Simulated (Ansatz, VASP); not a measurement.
One calculation of AlNi, two programs

```
Al Ni
1.0
     1.93869   -1.95319    0.00000
     1.93869    1.95319    0.00000
     0.00000    0.00000    3.09943
Al Ni
1 1
Direct
  0.00000 0.00000 0.00000
  0.50000 0.50000 0.50000
```

Alike in both runs: task single point; functional r2SCAN; k mesh 8 × 8 × 7; occupations gaussian, width 0.2 eV; no spin polarisation.

```csv
,VASP,Ansatz
version,VASP 6.6.1,Ansatz 0.2.0
potentials or method,"VASP PAW PBE potentials, release 64 (Al, Ni), cutoff 520 eV","scalar-relativistic, plane waves, PAW"
valence electrons in the cell,13,21
```

Ansatz gave:

```
gap on the k mesh at the Fermi level (eV)                     : none
pressure (GPa)                                                : 0.7
traceless stress, the component that is largest in VASP (GPa) : -3.51
```

Task: What did VASP give for the same quantities?

Result: gap on the k mesh at the Fermi level (eV): none; pressure (GPa): 0.5; traceless stress, the component that is largest in VASP (GPa): -3.68.

VASP's potentials were made for PBE, not for r2SCAN. A gap of «none» marks a metal or a gap that the smearing closes. VASP's potentials hold 13 valence electrons a cell and Ansatz's 21, so a difference there can come from the potentials and not from the codes.
